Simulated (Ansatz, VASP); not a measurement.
**Two plane-wave programs on ZrB**

INCAR

```
SYSTEM = ZrB
PREC = Accurate
ENCUT = 520
EDIFF = 1E-6
ISMEAR = 0
SIGMA = 0.15
LREAL = .FALSE.
LASPH = .TRUE.
NELM = 80
ALGO = Normal
ISIF = 2
LWAVE = .FALSE.
LCHARG = .FALSE.
NBANDS = 14
```

Contents of KPOINTS:

```
regular mesh
0
G
  18 18 18
  0 0 0
```

POSCAR

```
ZrB
1.0
    0.0000000000      2.4461558638      2.1665602486
    2.4461558638      0.0000000000      2.1665602486
    2.4461558638      2.4461558638      0.0000000000
Zr B
1 1
Direct
    0.0000000000      0.0000000000      0.0000000000
    0.5000000000      0.5000000000      0.5000000000
```

Input for Ansatz:

```yaml
crystal:
  lattice:
    - [0.0, 2.4461558638, 2.1665602486]
    - [2.4461558638, 0.0, 2.1665602486]
    - [2.4461558638, 2.4461558638, 0.0]
  atoms:
    - { symbol: Zr, position: [0.0, 0.0, 0.0] }
    - { symbol: B, position: [0.5, 0.5, 0.5] }
basis:
  ecutwfc: 520.0
kpoints:
  mp_grid: { grid: [18, 18, 18] }
hamiltonian:
  xc: lda
scf:
  occupations: { method: gaussian, width: 0.15 }
output:
  forces: true
  stress: true
  eigenvalues: true
```

Alike in both runs: task single point; functional LDA; k mesh 18 × 18 × 18; occupations gaussian, width 0.15 eV; no spin polarisation.

```csv
,VASP,Ansatz
version,VASP 6.6.1,Ansatz 0.2.0
potentials or method,"VASP PAW LDA potentials, release 64 (Zr_sv, B), cutoff 520 eV","scalar-relativistic, plane waves, PAW"
valence electrons in the cell,15,15
```

|  | VASP | Ansatz | Ansatz less VASP |
| --- | --- | --- | --- |
| gap on the k mesh at the Fermi level (eV) | none | none | - |
| pressure (GPa) | 20.1 | 19.7 | -0.39 |
| traceless stress, the component that is largest in VASP (GPa) | 31.47 | 31.46 | -0.012 |

LDA's correlation is that of Perdew and Zunger in VASP and of Perdew and Wang (1992) in Ansatz. A gap of «none» marks a metal or a gap that the smearing closes.
